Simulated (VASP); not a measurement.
Input of a VASP 6.6.1 run:

INCAR

```
PREC = Accurate
ENCUT = 400
EDIFF = 1E-6
ISMEAR = -1
SIGMA = 0.143
LREAL = Auto
LASPH = True
NELM = 120
ALGO = Normal
ISIF = 2
LWAVE = False
LCHARG = True
GGA = PE
LELF = True
LVHAR = True
ISYM = -1
NBANDS = 82
GGA_COMPAT = False
```

File KPOINTS:

```
explicit points
1
Reciprocal
  0.25000000   0.25000000   0.25000000 1
```

POSCAR

```
TiSi3Ni3Sn
1.0
    6.2479670000     -0.0655450000      0.0346490000
   -0.0655450000      6.3227860000     -0.0372930000
    0.0346490000     -0.0372930000      6.4352010000
Si Ni Sn Ti
6 6 2 2
Direct
    0.5744909427      0.8701925675      0.3812612154
    0.3350542613      0.7915102451      0.6933409689
    0.8214076585      0.3174659811      0.9250877020
    0.9840139878      1.1799565250      0.6006328346
    0.2681418426      0.1545244738      0.3365731443
    0.1440127480      0.8448388336      1.0543757183
    0.9908308217      0.5820812834      0.7920355961
    0.5439290991      0.1760259728      0.1207123037
    0.4068628418      0.4965548335      0.4096244436
    0.8875125733      0.1042569895      0.2255549800
    0.0954358328      0.8370005267      0.4238294195
    0.1972224354      0.1620198036      0.8760518350
    0.8388358453      0.5273964227      0.3731859147
    0.3848364347      0.5108347504      0.9505994238
    0.7215678107      0.8061601775     -0.0252561609
    0.5537139448      0.1546527079      0.6435469271
```

Potentials or basis: VASP PAW PBE potentials, release 64 (Si, Ni, Sn_d, Ti_sv).

Command:

```sh
$ cat potpaw_PBE.64/Si/POTCAR potpaw_PBE.64/Ni/POTCAR potpaw_PBE.64/Sn_d/POTCAR potpaw_PBE.64/Ti_sv/POTCAR > POTCAR
$ mpirun -np 1 vasp_std > vasp.out
```

Problem. Predict the largest force.

Solution. 2.117 eV/Å.

Problem. Predict the pressure.

Solution. -4.3 GPa.

Forces on the atoms (eV/Å):
```
Si  -0.233 -0.085 -0.697
Si   0.319  1.251 -1.198
Si  -0.299 -1.374  0.775
Si  -0.145 -0.553 -0.367
Si  -0.416  0.550 -0.039
Si  -1.189  0.379  0.548
Ni   0.938  1.052 -0.643
Ni  -0.766 -0.195 -0.400
Ni   0.133  0.578 -0.176
Ni   1.236 -0.201  0.617
Ni   0.380 -0.070  0.217
Ni  -0.076 -0.674  0.706
Sn  -0.435 -0.689  0.033
Sn   0.534 -1.684  1.168
Ti   0.123  0.785 -0.564
Ti  -0.103  0.931  0.020
```

Caveat: the atoms stand as in a frame of molecular dynamics; spin-orbit coupling is left out, which moves the levels of the heavy elements. Spin polarisation is off, so any magnetic state and its effect on volume and gap are missing.
